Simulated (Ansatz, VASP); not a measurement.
One calculation of Ti3Al7, two programs

```
CELL_PARAMETERS angstrom
3.82400 0.00000 0.00000
0.00000 3.82400 0.00000
0.00000 0.00000 23.56383
ATOMIC_POSITIONS crystal
Ti 0.50000 0.50000 0.31937
Ti 0.00000 0.00000 0.50000
Ti 0.50000 0.50000 0.68063
Al 0.00000 0.00000 0.31722
Al 0.00000 0.50000 0.40820
Al 0.50000 0.00000 0.40820
Al 0.50000 0.50000 0.50000
Al 0.50000 0.00000 0.59180
Al 0.00000 0.50000 0.59180
Al 0.00000 0.00000 0.68278
```

Alike in both runs: functional r2SCAN; k mesh 9 × 9 × 1; occupations gaussian, width 0.1 eV; no spin polarisation.

Ansatz relaxed the structure, and its values are those at the end. VASP's run is a single point on that final structure, the one shown.

```csv
,VASP,Ansatz
version,VASP 6.6.1,Ansatz 0.2.0
potentials or method,"VASP PAW PBE potentials, release 64 (Ti_sv, Al), cutoff 520 eV","scalar-relativistic, plane waves, PAW"
valence electrons in the cell,57,57
```

Ansatz gave:

- gap on the k mesh at the Fermi level (eV): none
- rms of the force components (eV/Å): 0.007

**Question.** Estimate VASP's values.

**Answer.** gap on the k mesh at the Fermi level (eV): none; rms of the force components (eV/Å): 0.009.

VASP's potentials were made for PBE, not for r2SCAN. A gap of «none» marks a metal or a gap that the smearing closes. Ansatz's warnings: xc potential rough in thin density.
